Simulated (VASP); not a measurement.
**PtS2: single point with HSE06**

PtS2:

```
CELL_PARAMETERS angstrom
3.54320 0.00000 0.00000
-1.77160 3.06850 0.00000
0.00000 0.00000 5.03880
ATOMIC_POSITIONS crystal
Pt 0.00000 0.00000 0.00000
S 0.66667 0.33333 0.77300
S 0.33333 0.66667 0.22700
```

```json
{"Program": "VASP 6.6.1", "Task": "single point", "Functional": "HSE06", "Potentials or basis": "VASP PAW PBE potentials, release 64 (Pt, S)", "Cutoff": "520 eV", "k mesh": "6 × 6 × 4", "Occupations": "gaussian, width 0.01 eV", "Spin": "no spin polarisation", "Dipole correction": "no", "Grid for exact exchange (PRECFOCK)": "Normal", "Further INCAR settings": "ALGO = Normal; EDIFF = 1e-06; NBANDS = 18", "Share of exact exchange": "0.25", "Screening parameter": "0.2079 1/Å"}
```

```
Pressure               : 6.5 GPa
Largest force          : 0.848 eV/Å
Band gap on the k mesh : 1.64 eV (least direct gap 2.25 eV)
```

Forces on the atoms (eV/Å):
```
Pt   0.000  0.000  0.000
S    0.000  0.000 -0.848
S    0.000  0.000  0.848
```

Stress tensor (GPa, compression positive):
```
5.87 0.00 0.00
0.00 5.87 0.00
0.00 0.00 7.83
```

Levels at points of the mesh, in eV from the valence-band top:
```csv
k point,band 8,band 9,band 10,band 11,band 12,band 13,band 14,band 15
"(0.00, 0.00, 0.00)",-2.33,-1.16,-1.16,0.00,3.22,3.22,5.61,6.86
"(0.50, 0.00, 0.00)",-4.00,-3.70,-3.25,-2.71,2.55,3.71,6.53,7.54
"(0.00, 0.00, 0.50)",-2.61,-1.36,-1.36,-1.24,3.76,3.76,6.37,8.57
"(0.50, 0.00, 0.50)",-4.03,-3.36,-3.24,-1.49,2.86,3.22,6.46,6.53
```

It took 60 min on 1 thread of Intel(R) Xeon(R) Platinum 8259CL CPU @ 2.50GHz (Skylake/Cascade Lake) (shared host), peak memory 0.3 GiB.

Caveat: the cell stands under pressure; the PAW data sets were made with another functional, which shifts forces and pressure a little; spin-orbit coupling is left out, which moves the levels of the heavy elements. A k mesh can miss the band edges.
